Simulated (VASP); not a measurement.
**Ge: single point with PBE**

Ge:

```xyz
24
Lattice="5.2554 5.2594 2.8751 -5.2554 5.2594 2.8751 0.0000 0.0000 8.6252" Properties=species:S:1:pos:R:3 pbc="T T T"
Ge   -2.6717    4.3504    3.8815
Ge   -0.1843    2.1600    2.2127
Ge   -3.1412    3.8858    7.3186
Ge    0.5334    6.0958    6.4093
Ge    0.1701    0.8190    5.7403
Ge    3.3449    4.3347    3.9815
Ge   -2.3269    3.8503   10.0922
Ge   -0.3974    7.2771    8.7430
Ge   -0.5380    1.4063    8.1999
Ge    2.1206    3.7527    6.8328
Ge   -0.2088    6.3585   11.8786
Ge    2.0606    4.0215    9.5692
Ge   -0.4220    4.2888    8.3379
Ge   -2.6124    6.4723   10.6274
Ge    0.7384    3.8696    3.8170
Ge    2.0934    6.2624   10.6432
Ge   -2.7242    6.6825    5.0311
Ge   -0.6757    8.9566   12.1120
Ge   -1.1501    3.6306    5.7888
Ge    2.5674    6.5861    4.9019
Ge   -2.8228    6.6653    7.7229
Ge    0.2072    8.7662    6.0132
Ge    2.7429    6.7404    7.9130
Ge    0.1441    9.9916    8.8011
```

This cell differs from its parent crystal: dynamics (nvt langevin) at 300 K, volume x 1.03, from the last frame before.

| Item | Value |
| --- | --- |
| Program | VASP 6.6.1 |
| Task | single point |
| Functional | PBE |
| Potentials or basis | VASP PAW PBE potentials, release 64 (Ge_d) |
| Cutoff | 520 eV |
| k mesh | 2 × 2 × 2, shifted |
| Occupations | fermi-dirac, width 0.05 eV |
| Spin | no spin polarisation |
| Dipole correction | no |
| Further INCAR settings | LREAL = Auto; ALGO = Normal; EDIFF = 1e-07; NBANDS = 186 |

The pressure is 2.9 GPa and the largest force is 1.110 eV/Å. The band gap on the k mesh is zero (bands 168 and 169 overlap by 0.09 eV).

Forces in eV/Å, atoms in the order of the input:
```
Ge  -0.522  0.112  0.546
Ge   0.220 -0.534 -0.292
Ge  -0.256 -0.175  0.733
Ge  -0.462  0.067 -0.315
Ge  -0.660 -0.045 -0.112
Ge  -0.939  0.308  0.282
Ge  -0.049  0.106 -1.104
Ge   0.050 -0.331  0.502
Ge   0.262  0.242  0.384
Ge   0.276  0.029 -0.083
Ge   0.071  0.164 -0.115
Ge  -0.114 -0.595 -0.066
Ge   0.360 -0.250  0.238
Ge   0.062  0.230 -0.046
Ge  -0.160  0.044  0.459
Ge   0.070  0.901 -0.167
Ge  -0.161  0.226 -0.205
Ge   0.438 -0.180 -0.167
Ge   1.010 -0.126 -0.190
Ge   0.005  0.066  0.164
Ge   0.248  0.169 -0.219
Ge   0.520 -0.241 -0.401
Ge   0.017 -0.310  0.111
Ge  -0.285  0.122  0.063
```

Stress tensor (GPa, compression positive):
```
 1.27  1.04 -0.63
 1.04  1.70 -0.44
-0.63 -0.44  5.69
```

Levels at points of the mesh, in eV from the Fermi level:
```tsv
k point	band 164	band 165	band 166	band 167	band 168	band 169	band 170	band 171	band 172	band 173
(0.25, 0.25, 0.25)	-0.89	-0.68	-0.60	-0.42	-0.27	0.35	0.49	0.70	0.80	1.03
```

Run time: 19 min on 1 thread of Oxide Virtual Turin-like Processor, on a shared host, peak memory 0.61 GiB.

Caveat: the k points lie up to 0.42 Å⁻¹ apart; the atoms stand as in a frame of molecular dynamics; semilocal functionals underestimate gaps, and a narrow one can read as zero; forces of over 1 eV/Å act on the atoms, so gaps and moduli don't describe the material at rest.
